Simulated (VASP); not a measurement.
HfZrS4:

```
Zr Hf S
1.0
     3.56881    0.00000    0.00000
    -1.78441    3.09068    0.00000
     0.00000    0.00000   11.87537
Zr Hf S
1 1 4
Direct
  0.00000 0.00000 0.00000
  0.00000 0.00000 0.50000
  0.66667 0.33333 0.38198
  0.66667 0.33333 0.88198
  0.33333 0.66667 0.11802
  0.33333 0.66667 0.61802
```

```yaml
Program: VASP 6.6.1
Task: relaxation of cell and atoms
Functional: PBE
Potentials_or_basis: VASP PAW PBE potentials, release 64 (Zr_sv, Hf_pv, S)
Cutoff: 600 eV
k_mesh: 6 × 6 × 2
Occupations: gaussian, width 0.1 eV
Spin: no spin polarisation
```

At the start: pressure 9.2 GPa; volume 21.83 Å³/atom.

**Question.** Where does the relaxation end?

**Answer.** Over 20 steps the energy falls by 57.0 meV/atom and the volume is 25.83 Å³/atom (+18.3 %); space group P-3m1 (No. 164, to 0.1 Å) before and after.

The path:
```tsv
step	energy change (eV)	largest force (eV/Å)	pressure (GPa)	volume (Å³)
1	0.0000	1.2132	9.22	130.99
2	0.2567	1.5015	-8.77	156.27
3	-0.3076	0.2560	-0.08	140.96
4	-0.3078	0.2291	0.12	140.69
5	-0.3078	0.2089	0.27	140.50
6	-0.3117	0.1382	0.24	140.94
7	-0.3158	0.0990	0.19	142.05
8	-0.3196	0.1379	-0.12	143.16
9	-0.3229	0.2263	-0.81	145.75
10	-0.3239	0.2199	-0.78	145.88
11	-0.3266	0.2006	-0.68	146.27
12	-0.3311	0.1610	-0.47	147.06
13	-0.3367	0.0780	-0.04	148.60
14	-0.3342	0.1063	0.91	151.64
15	-0.3379	0.0418	0.34	149.75
16	-0.3391	0.0554	0.22	150.63
17	-0.3408	0.0928	-0.10	153.22
18	-0.3410	0.1035	-0.19	153.96
19	-0.3419	0.0460	-0.01	154.63
20	-0.3420	0.0371	0.08	154.95
```

Final structure:
```xyz
6
Lattice="3.6664 0.0000 0.0000 -1.8332 3.1752 0.0000 0.0000 0.0000 13.3105" Properties=species:S:1:pos:R:3 pbc="T T T"
Zr    0.0000    0.0000    0.0000
Hf    0.0000    0.0000    6.6553
S     1.8332    1.0584    5.2206
S     1.8332    1.0584   11.8571
S     0.0000    2.1168    1.4534
S     0.0000    2.1168    8.0900
```

Caveat: the volume moved by over 15 % at a fixed basis, so the end points are rough; this functional lacks dispersion, which binds the layers, so the pressure and a relaxed spacing across them are unreliable.
